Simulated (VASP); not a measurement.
# Ni (P6/mmm) in VASP: a series of runs

The runs below take Ni through single point, with PBE.

All numbers are computed with VASP 6.6.1; they aren't measurements. Logs are shortened: lines on timing, memory, paths and dates and some standing lists are left out, and cuts for length are marked.

## 1. The cell of the first run

Symmetry: P6/mmm, No. 191, hexagonal system. The conventional cell has a = 2.153 Å, b = 2.153 Å, c = 2.067 Å, α = 90.00°, β = 90.00°, γ = 120.00°. Ni (site symmetry 6/mmm) has 8 Ni at 2.07 to 2.15 Å within 2.7 Å.

## 2. Single point, PBE, collinear spin, ferromagnetic start

Input file INCAR:

```
SYSTEM = Ni
ALGO = Normal ; EDIFF = 1E-6
ENCUT = 520 ; GGA = PE
ISIF = 2 ; ISMEAR = -1
ISPIN = 2 ; LASPH = .TRUE.
LCHARG = .TRUE. ; LELF = .TRUE.
LMAXMIX = 4 ; LORBIT = 11
LREAL = .FALSE. ; LVHAR = .TRUE.
LWAVE = .FALSE. ; MAGMOM = 1
NBANDS = 15 ; NELM = 150
PREC = Accurate ; SIGMA = 0.1
```

Input file KPOINTS:

```
k-points
0
G
  18 18 17
  0 0 0
```

Input file POSCAR:

```
Ni
1.0
    2.1531791627      0.0000000000      0.0000000000
   -1.0765895813      1.8647078538      0.0000000000
    0.0000000000      0.0000000000      2.0671392810
Ni
1
Direct
    0.0000000000      0.0000000000      0.0000000000
```

Potentials or basis: VASP PAW PBE potentials, release 64 (Ni).

Run with:

```bash
$ cat potpaw_PBE.64/Ni/POTCAR > POTCAR
$ mpirun -np 1 vasp_std > vasp.out
```

OUTCAR:

```text
SYSTEM = Ni
   EDIFF = 1E-6
   ENCUT = 520
   GGA = PE
   ISIF = 2
   ISMEAR = -1
   ISPIN = 2
   LASPH = .TRUE.
   LORBIT = 11
   LREAL = .FALSE.
   NELM = 150
   PREC = Accurate

 ion  position               nearest neighbor table
   1  0.000  0.000  0.000-

  LATTYP: Found a hexagonal cell.
 ALAT       =     2.1531791627
 C/A-ratio  =     0.9600405376

  Lattice vectors:

 A1 = (   2.1531791627,   0.0000000000,   0.0000000000)
 A2 = (  -1.0765895813,   1.8647078538,   0.0000000000)
 A3 = (   0.0000000000,   0.0000000000,   2.0671392810)

Analysis of symmetry for initial positions (statically):
=====================================================================
 Subroutine PRICEL returns:
 Original cell was already a primitive cell.

 Routine SETGRP: Setting up the symmetry group for a
 hexagonal supercell.

 Subroutine GETGRP returns: Found 24 space group operations
 (whereof 24 operations were pure point group operations)
 out of a pool of 24 trial point group operations.

The static configuration has the point symmetry D_6h.

Analysis of symmetry for dynamics (positions and initial velocities):
=====================================================================
 Subroutine PRICEL returns:
 Original cell was already a primitive cell.

 Routine SETGRP: Setting up the symmetry group for a
 hexagonal supercell.

 Subroutine GETGRP returns: Found 24 space group operations
 (whereof 24 operations were pure point group operations)
 out of a pool of 24 trial point group operations.

The dynamic configuration has the point symmetry D_6h.

Analysis of structural, dynamic, and magnetic symmetry:
=====================================================================
 Subroutine PRICEL returns:
 Original cell was already a primitive cell.

 Routine SETGRP: Setting up the symmetry group for a
 hexagonal supercell.

 Subroutine GETGRP returns: Found 24 space group operations
 (whereof 24 operations were pure point group operations)
 out of a pool of 24 trial point group operations.

The overall configuration has the point symmetry D_6h.

 Subroutine INISYM returns: Found 24 space group operations
 (whereof 24 operations are pure point group operations),
 and found     1 'primitive' translations

----------------------------------------------------------------------------------------

                                     Primitive cell

  volume of cell :       8.2997

  direct lattice vectors                    reciprocal lattice vectors
     2.153179163  0.000000000  0.000000000     0.464429536  0.268138518  0.000000000
    -1.076589581  1.864707854  0.000000000     0.000000000  0.536277036  0.000000000
     0.000000000  0.000000000  2.067139281     0.000000000  0.000000000  0.483760339

  length of vectors
     2.153179163  2.153179163  2.067139281     0.536277036  0.536277036  0.483760339

  position of ions in fractional coordinates (direct lattice)
     0.000000000  0.000000000  0.000000000

  ion indices of the primitive-cell ions
   primitive index   ion index
                 1           1

----------------------------------------------------------------------------------------

 KPOINTS: k-points

Automatic generation of k-mesh.
 Grid dimensions read from file:
 generate k-points for:   18   18   17

 Generating k-lattice:

  Cartesian coordinates                     Fractional coordinates (reciprocal lattice)
     0.025801641  0.014896584  0.000000000     0.055555556 -0.000000000  0.000000000
     0.000000000  0.029793169  0.000000000     0.000000000  0.055555556  0.000000000
     0.000000000  0.000000000  0.028456491     0.000000000  0.000000000  0.058823529

  Length of vectors
     0.029793169  0.029793169  0.028456491

  Shift w.r.t. Gamma in fractional coordinates (k-lattice)
     0.000000000  0.000000000  0.000000000

 Subroutine IBZKPT returns following result:
 ===========================================

 Found    333 irreducible k-points:

 Following reciprocal coordinates:
            Coordinates               Weight
  0.000000  0.000000  0.000000      1.000000
  0.055556  0.000000  0.000000      6.000000
  0.111111  0.000000  0.000000      6.000000
  0.166667  0.000000  0.000000      6.000000
  0.222222 -0.000000  0.000000      6.000000
  0.277778  0.000000  0.000000      6.000000
[... 16 lines left out ...]
  0.333333  0.111111  0.000000     12.000000
  0.388889  0.111111  0.000000     12.000000
 [... further k-points ...]
   k-points           NKPTS =    333   k-points in BZ     NKDIM =    333   number of bands    NBANDS=     15
   number of dos      NEDOS =    301   number of ions     NIONS =      1
   total plane-waves  NPLWV =   4096
   dimension x,y,z NGX =    16 NGY =   16 NGZ =   16
   dimension x,y,z NGXF=    32 NGYF=   32 NGZF=   32
   ions per type =               1
   NGX,Y,Z   is equivalent  to a cutoff of  12.35, 12.35, 12.87 a.u.
   NGXF,Y,Z  is equivalent  to a cutoff of  24.71, 24.71, 25.74 a.u.
 SYSTEM =  Ni
   PREC   = accura    normal or accurate (medium, high low for compatibility)
   ISTART =      0    job   : 0-new  1-cont  2-samecut
   ICHARG =      2    charge: 1-file 2-atom 10-const
   ISPIN  =      2    spin polarized calculation?
   LNONCOLLINEAR =      F non collinear calculations
   LSORBIT =      F    spin-orbit coupling
   LASPH  =      T    aspherical Exc in radial PAW
   ENCUT  =  520.0 eV  38.22 Ry    6.18 a.u.   4.00  4.00  3.84*2*pi/ulx,y,z
   NELM   =    150;   NELMIN=  2; NELMDL= -5     # of ELM steps
   EDIFF  = 0.1E-05   stopping-criterion for ELM
   LREAL  =      F    real-space projection
   EDIFFG = 0.1E-04   stopping-criterion for IOM
   NSW    =      0    number of steps for IOM
   IBRION =     -1    ionic relax: 0-MD 1-quasi-New 2-CG
   NFREE  =      0    steps in history (QN), initial steepest desc. (CG)
   ISIF   =      2    stress and relaxation
   ISYM   =      2    0-nonsym 1-usesym 2-fastsym
   POTIM  = 0.5000    time-step for ionic-motion
   TEBEG  =    0.0;   TEEND  =   0.0 temperature during run
   PSTRESS=    0.0 pullay stress
   NELECT =      10.0000    total number of electrons
   NUPDOWN=      -1.0000    fix difference up-down
   EMIN   =  10.00;   EMAX   =-10.00  energy-range for DOS
   EFERMI =   0.00;   METHOD = LEGACY
   ISMEAR =    -1;   SIGMA  =   0.10  broadening in eV -4-tet -1-fermi 0-gaus
   EFERMI_NEDOS =   21; number of points for ismear=-14 and -15
   IALGO  =     38    algorithm
   IMIX   =      4    mixing-type and parameters
     AMIX     =   0.40;   BMIX     =  1.00
     AMIX_MAG =   1.60;   BMIX_MAG =  1.00
  volume/ion in A,a.u.               =       8.30        56.01
  Fermi-wavevector in a.u.,A,eV,Ry     =   1.742026  3.291952 41.288975  3.034654
  Thomas-Fermi vector in A             =   2.814370
   LORBIT       =     11    0 simple, 1 ext, 2 COOP (PROOUT), +10 PAW based schemes
   GGA     = PE    functional components
   LHFCALC =     F    Hartree Fock is set to
   AEXX    =    0.0000 exact exchange contribution
   IVDW    =     0    specifies the selected vdW correction
   LEPSILON=     F    determine dielectric tensor
   LRPA    =     F    only Hartree local field effects (RPA)
 spin polarized calculation
  energy-cutoff  :      520.00
  volume of cell :        8.30
 maximum number of plane-waves:       234
   NGX =  9   NGY =  9   NGZ =  7

 number of electron      10.0000000 magnetization       1.0000000

 number of electron       9.9999990 magnetization       0.0031390

 Free energy of the ion-electron system (eV)
  ---------------------------------------------------
  ext. energy  EPLUGINS =         0.00000000
  ---------------------------------------------------
  free energy    TOTEN  =        -4.05630268 eV

  energy without entropy =       -4.01184702  energy(sigma->0) =       -4.03407485

 E-fermi :  13.8296     XC(G=0): -14.8685

 val. band max:       13.8274558290   @ k =   0.1111   0.1111   0.3529
 cond. band min:      13.8303955701   @ k =   0.1111   0.1111   0.3529
 fundamental gap:      0.0029397412
 Fermi energy:        13.8295999391

 spin component 1

 k-point     1 :       0.0000    0.0000    0.0000
  band No.  band energies     occupation
      1       2.8888      1.00000
      2       8.3617      1.00000
      3      10.9061      1.00000
      4      10.9061      1.00000
      5      14.0315      0.11718
      6      14.0315      0.11718
      7      37.4217      0.00000
      8      40.2636      0.00000
      9      44.2888      0.00000
     10      47.2950      0.00000
     11      47.2950      0.00000
     12      49.2143      0.00000
     13      49.2144      0.00000
     14      57.3987      0.00000
     15      62.2828      0.00000

 k-point     2 :       0.0556    0.0000    0.0000
  band No.  band energies     occupation
      1       3.0378      1.00000
      2       8.4066      1.00000
      3      10.8284      1.00000
      4      10.9907      1.00000
      5      13.9651      0.20513
      6      14.0199      0.12977
      7      37.6383      0.00000
      8      39.8332      0.00000
      9      44.2500      0.00000
     10      45.5652      0.00000
     11      45.7157      0.00000
     12      50.9232      0.00000
     13      51.0490      0.00000
     14      57.8982      0.00000
     15      62.6070      0.00000
[... 365 lines left out ...]
      3      10.8637      1.00000
      4      12.3705      1.00000
      5      13.5603      0.93660
      6      14.6651      0.00024
      7      24.6878      0.00000
      8      32.2140      0.00000
      9      44.7147      0.00000
     10      46.5184      0.00000
     11      46.5633      0.00000
     12      55.1859      0.00000
     13      56.5469      0.00000
     14      59.6149      0.00000
     15      61.1687      0.00000

 k-point    24 :       0.3889    0.1111    0.0000
  band No.  band energies     occupation
      1       7.6549      1.00000
      2       9.3440      1.00000
      3      11.4970      1.00000
      4      12.2452      1.00000
      5      13.5156      0.95850
      6      15.3955      0.00000
      7      22.7767      0.00000
      8      31.6692      0.00000
      9      44.8832      0.00000
     10      46.3462      0.00000
     11      48.5689      0.00000
     12      53.1868      0.00000
     13      55.6378      0.00000
     14      59.6084      0.00000
     15      62.1883      0.00000

 [... further k-points ...]

 spin component 2

 k-point     1 :       0.0000    0.0000    0.0000
  band No.  band energies     occupation
      1       2.8886      1.00000
      2       8.3643      1.00000
      3      10.9096      1.00000
      4      10.9096      1.00000
      5      14.0361      0.11257
      6      14.0361      0.11257
      7      37.4219      0.00000
      8      40.2628      0.00000
      9      44.2891      0.00000
     10      47.2957      0.00000
     11      47.2957      0.00000
     12      49.2144      0.00000
     13      49.2144      0.00000
     14      57.4030      0.00000
     15      62.2865      0.00000

 k-point     2 :       0.0556    0.0000    0.0000
  band No.  band energies     occupation
      1       3.0375      1.00000
      2       8.4092      1.00000
      3      10.8319      1.00000
      4      10.9942      1.00000
      5      13.9696      0.19785
      6      14.0244      0.12473
      7      37.6384      0.00000
      8      39.8326      0.00000
      9      44.2503      0.00000
     10      45.5657      0.00000
     11      45.7162      0.00000
     12      50.9235      0.00000
     13      51.0492      0.00000
     14      57.9031      0.00000
     15      62.6101      0.00000
[... 365 lines left out ...]
      3      10.8654      1.00000
      4      12.3746      1.00000
      5      13.5648      0.93391
      6      14.6683      0.00023
      7      24.6891      0.00000
      8      32.2144      0.00000
      9      44.7144      0.00000
     10      46.5188      0.00000
     11      46.5637      0.00000
     12      55.1859      0.00000
     13      56.5476      0.00000
     14      59.6204      0.00000
     15      61.1701      0.00000

 k-point    24 :       0.3889    0.1111    0.0000
  band No.  band energies     occupation
      1       7.6569      1.00000
      2       9.3466      1.00000
      3      11.4983      1.00000
      4      12.2493      1.00000
      5      13.5201      0.95670
      6      15.3982      0.00000
      7      22.7783      0.00000
      8      31.6695      0.00000
      9      44.8828      0.00000
     10      46.3466      0.00000
     11      48.5693      0.00000
     12      53.1869      0.00000
     13      55.6383      0.00000
     14      59.6145      0.00000
     15      62.1894      0.00000

 [... further k-points ...]
[... 5 lines left out ...]
  --------------------------------------------------------------------------------------
  -------------------------------------------------------------------------------------
  Total        6.9697729      6.9697729      6.9125585      0.0000000      0.0000000     -0.0000000
  in kB     1345.4529089   1345.4529089   1334.4081715      0.0000000      0.0000000     -0.0000000
  external PRESSURE =    1341.7713297 kB  Pullay stress =       0.0000000 kB

 VOLUME and BASIS-vectors are now :
 -----------------------------------------------------------------------------
  energy-cutoff  :      520.00
  volume of cell :        8.30
      direct lattice vectors                 reciprocal lattice vectors
     2.153179163  0.000000000  0.000000000     0.464429536  0.268138518  0.000000000
    -1.076589581  1.864707854  0.000000000     0.000000000  0.536277036  0.000000000
     0.000000000  0.000000000  2.067139281     0.000000000  0.000000000  0.483760339

 POSITION                                       TOTAL-FORCE (eV/Angst)
 -----------------------------------------------------------------------------------
      0.00000      0.00000      0.00000         0.000000      0.000000      0.000000
 -----------------------------------------------------------------------------------
    total drift:                               -0.000000      0.000000      0.000000

  FREE ENERGIE OF THE ION-ELECTRON SYSTEM (eV)
  ---------------------------------------------------
  free  energy   TOTEN  =        -4.0563026758 eV

  energy  without entropy=       -4.0118470166  energy(sigma->0) =       -4.03407485

 total charge

# of ion       s       p       d       tot
------------------------------------------
    1        0.681   0.784   8.612  10.078

 magnetization (x)

# of ion       s       p       d       tot
------------------------------------------
    1       -0.000  -0.000   0.003   0.003
```

Wall time 18 s (1 thread of Intel Xeon 6975P-C (Granite Rapids), shared host); peak memory 0.17 GiB.

What came out:

```yaml
Free_energy: -4.0563 eV
Pressure: 134.2 GPa
Band_gap_on_the_k_mesh: zero (filled and empty bands overlap)
Net_moment: 0.00 μB per cell
```

Stress tensor (GPa, compression positive):
```
134.55   0.00   0.00
  0.00 134.55   0.00
  0.00   0.00 133.44
```

Levels at points of the mesh, in eV from the Fermi level:
Spin up:
| k point | band 3 | band 4 | band 5 | band 6 | band 7 | band 8 |
| --- | --- | --- | --- | --- | --- | --- |
| (0.00, 0.00, 0.00) | -2.92 | -2.92 | 0.20 | 0.20 | 23.59 | 26.43 |
| (0.50, 0.00, 0.00) | -1.70 | -0.85 | -0.18 | 0.38 | 8.15 | 20.98 |
Spin down:
```tsv
k point	band 1	band 2	band 3	band 4	band 5	band 6	band 7	band 8	band 9	band 10
(0.00, 0.00, 0.00)	-10.94	-5.47	-2.92	-2.92	0.21	0.21	23.59	26.43	30.46	33.47
(0.50, 0.00, 0.00)	-6.55	-4.46	-1.70	-0.85	-0.17	0.38	8.15	20.98	28.64	30.63
```

## 3. Single point, PBE, collinear spin, ferromagnetic start

Input file INCAR:

```
ALGO = Normal
EDIFF = 1E-6
ENCUT = 520
GGA = PE
ISIF = 2
ISMEAR = -1
ISPIN = 2
LASPH = True
LCHARG = False
LMAXMIX = 4
LORBIT = 11
LREAL = False
LWAVE = False
MAGMOM = 1
NBANDS = 15
NELM = 150
PREC = Accurate
SIGMA = 0.1
```

Input file KPOINTS:

```
k-points
0
Gamma
  18 18 17
```

POSCAR is that of step 2.

Potentials or basis: VASP PAW PBE potentials, release 64 (Ni).

Run with:

```bash
$ cat potpaw_PBE.64/Ni/POTCAR > POTCAR
$ mpirun -np 1 vasp_std > vasp.out
```

It took 19 s on 1 thread of Intel Xeon 6975P-C (Granite Rapids), shared host; peak memory 0.17 GiB.

It converged, with:

```
Free energy            : -4.0563 eV
Pressure               : 134.2 GPa
Band gap on the k mesh : zero (filled and empty bands overlap)
Net moment             : 0.00 μB per cell
```

Stress tensor (GPa, compression positive):
```
134.55   0.00   0.00
  0.00 134.55   0.00
  0.00   0.00 133.44
```

Levels at points of the mesh, in eV from the Fermi level:
Spin up:
```
           k point  band 2  band 3  band 4  band 5  band 6  band 7  band 8  band 9
(0.00, 0.00, 0.00)   -5.47   -2.92   -2.92    0.20    0.20   23.59   26.43   30.46
(0.50, 0.00, 0.00)   -4.46   -1.70   -0.85   -0.18    0.38    8.15   20.98   28.64
```
Spin down:
| k point | band 1 | band 2 | band 3 | band 4 | band 5 | band 6 | band 7 | band 8 | band 9 | band 10 |
| --- | --- | --- | --- | --- | --- | --- | --- | --- | --- | --- |
| (0.00, 0.00, 0.00) | -10.94 | -5.47 | -2.92 | -2.92 | 0.21 | 0.21 | 23.59 | 26.43 | 30.46 | 33.47 |
| (0.50, 0.00, 0.00) | -6.55 | -4.46 | -1.70 | -0.85 | -0.17 | 0.38 | 8.15 | 20.98 | 28.64 | 30.63 |

(Part 1 of 2 ends here.)
